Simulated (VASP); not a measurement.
Wanted: the native input for a VASP 6.6.1 run.

| Property | Result |
| --- | --- |
| Task | single point |
| Functional | PBE |
| Potentials or basis | VASP PAW PBE potentials, release 64 (W_sv, C) |
| Cutoff | 520 eV |
| k mesh | 6 × 6 × 4 |
| Occupations | gaussian, width 0.1 eV |
| Spin | no spin polarisation |
| Dipole correction | no |
| Further INCAR settings | ALGO = Normal; EDIFF = 1e-06; NBANDS = 16 |

The structure of WC lies in POSCAR:

```
WC
1.0
    2.7198796057      0.0000000000      0.0000000000
    0.0000000000      2.7198796057      0.0000000000
    0.0000000000      0.0000000000      2.7437635180
W C
1 1
Direct
    0.0000000000      0.0000000000      0.0000000000
    0.5000000000      0.5000000000      0.5000000000
```

One way to write it, as run:

INCAR

```
SYSTEM = WC
  PREC = Accurate
  ENCUT = 520
  EDIFF = 1E-6
  ISMEAR = 0
  SIGMA = 0.1
  LREAL = .FALSE.
  LASPH = .TRUE.
  NELM = 80
  ALGO = Normal
  ISIF = 2
  LWAVE = .FALSE.
  LCHARG = .TRUE.
  GGA = PE
  LELF = .TRUE.
  LVHAR = .TRUE.
  NBANDS = 16
```

KPOINTS

```
regular mesh
0
G
  6 6 4
  0 0 0
```

Potentials or basis: VASP PAW PBE potentials, release 64 (W_sv, C).

The run is started by

```bash
$ cat potpaw_PBE.64/W_sv/POTCAR potpaw_PBE.64/C/POTCAR > POTCAR
$ mpirun -np 1 vasp_std > vasp.out
```

It gave:

The pressure is 1.3 GPa and the band gap on the k mesh is zero (band 9 reaches 18.11 eV, above the bottom of band 10 at 11.93 eV).

Caveat: the k points lie up to 0.57 Å⁻¹ apart; spin-orbit coupling is left out, which moves the levels of the heavy elements.

Wall time 6.5 s on 1 thread of Intel Xeon 6975P-C, with other jobs on the host, peak memory 0.13 GiB.
